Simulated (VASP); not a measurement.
Crystal: Au.

```xyz
1
Lattice="0.0000 2.0500 2.0500 2.0500 0.0000 2.0500 2.0500 2.0500 0.0000" Properties=species:S:1:pos:R:3 pbc="T T T"
Au    0.0000    0.0000    0.0000
```

| Property | Result |
| --- | --- |
| Program | VASP 6.6.1 |
| Task | relaxation of cell and atoms |
| Functional | PBE |
| Potentials or basis | VASP PAW PBE potentials, release 64 (Au) |
| Cutoff | 600 eV |
| k mesh | 20 × 20 × 20 |
| Occupations | methfessel-paxton, width 0.1 eV |
| Spin | no spin polarisation |

At the start: pressure 6.6 GPa; volume 17.23 Å³/atom.

**Question.** Where does the relaxation end?

**Answer.** Over 7 steps the energy falls by 13.9 meV/atom and the volume is 17.95 Å³/atom (+4.1 %); space group Fm-3m (No. 225, to 0.05 Å).

Step by step:
```tsv
step	energy change (eV)	largest force (eV/Å)	pressure (GPa)	volume (Å³)
1	0.0000	0.0000	6.60	17.23
2	0.0123	0.0000	-7.05	19.06
3	-0.0139	0.0000	-0.10	17.96
4	-0.0139	0.0000	0.05	17.94
5	-0.0139	0.0000	0.05	17.94
6	-0.0139	0.0000	0.05	17.95
7	-0.0139	0.0000	0.04	17.95
```

Final structure:
```
Au
1.0
     0.00000    2.07797    2.07797
     2.07797    0.00000    2.07797
     2.07797    2.07797    0.00000
Au
1
Direct
  0.00000 0.00000 0.00000
```
